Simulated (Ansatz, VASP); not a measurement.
**Two plane-wave programs on Au**

```
Au
1.0
     0.00000   -3.31454    0.00000
    -3.31454    0.00000    0.00000
     0.00000    0.00000   -3.31454
Au
2
Direct
  0.53017 0.50000 0.50000
  0.96983 0.00000 0.00000
```

Change from the starting cell: mode 4 (114.4 1/cm) frozen in, largest displacement -0.100 Å.

Alike in both runs: task single point; functional r2SCAN; k mesh 14 × 14 × 14; occupations gaussian, width 0.15 eV; no spin polarisation.

|  | VASP | Ansatz |
| --- | --- | --- |
| version | VASP 6.6.1 | Ansatz 0.2.0 |
| potentials or method | VASP PAW PBE potentials, release 64 (Au), cutoff 520 eV | scalar-relativistic, plane waves, PAW |
| valence electrons in the cell | 22 | 38 |

Ansatz gave:

| Property | Result |
| --- | --- |
| gap on the k mesh at the Fermi level (eV) | none |
| pressure (GPa) | -2.2 |
| traceless stress, the component that is largest in VASP (GPa) | -1.55 |
| rms of the force components (eV/Å) | 0.539 |

Problem. What did VASP give for the same quantities?

Solution. gap on the k mesh at the Fermi level (eV): none; pressure (GPa): -1.9; traceless stress, the component that is largest in VASP (GPa): -1.57; rms of the force components (eV/Å): 0.547.

VASP's potentials were made for PBE, not for r2SCAN. Atom by atom the forces differ by 0.008 eV/Å (rms over components). A gap of «none» marks a metal or a gap that the smearing closes. The functional is the same, so the differences come from potentials, cutoffs and numerics. VASP's potentials hold 22 valence electrons a cell and Ansatz's 38, so a difference there can come from the potentials and not from the codes.

Neither program's run includes spin-orbit coupling.
